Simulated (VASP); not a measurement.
MoC15, 16 atoms in the cell. It takes space group F-43m (No. 216, cubic). Conventional cell: a = 7.134 Å, b = 7.134 Å, c = 7.134 Å, α = 90.00°, β = 90.00°, γ = 90.00°. Mo (site symmetry -43m) has 4 C at 1.77 Å within 2.4 Å. Within 2.0 Å of C (site symmetry 2mm) lie 4 C at 1.48 to 1.55 Å. C (site symmetry -43m) has 4 C at 1.54 Å within 2.0 Å. Within 2.0 Å of C (site symmetry 3m) lie 3 C at 1.48 Å and 1 Mo at 1.77 Å. C (site symmetry 3m) has 4 C at 1.54 to 1.55 Å within 2.0 Å. 

```yaml
Program: VASP 6.6.1
Task: single point
Functional: PBEsol
Potentials_or_basis: VASP PAW PBE potentials, release 64 (Mo_sv, C)
Cutoff: 600 eV
k_mesh: 4 × 4 × 4
Occupations: gaussian, width 0.05 eV
Spin: collinear spin
Starting_moments: "[2.0, 0.0, 0.0, 0.0, 0.0, 0.0, 0.0, 0.0, 0.0, 0.0, 0.0, 0.0, 0.0, 0.0, 0.0, 0.0] μB"
Hubbard_terms: Mo d U = 2.0 eV
Dipole_correction: no
Further_INCAR_settings: ALGO = Normal; EDIFF = 1e-06; NBANDS = 55
```

Potentials or basis: VASP PAW PBE potentials, release 64 (Mo_sv, C).

Command:

```bash
$ cat potpaw_PBE.64/Mo_sv/POTCAR potpaw_PBE.64/C/POTCAR > POTCAR
$ mpirun -np 1 vasp_std > vasp.out
```

Hardware: 1 thread of Intel Xeon 8259CL (shared host).

**Question.** How long does it take, and how much memory?

**Answer.** It took 3.9 min on 1 thread of Intel Xeon 8259CL (shared host), peak memory 0.32 GiB. Counts: scf iterations 14, k points 8.
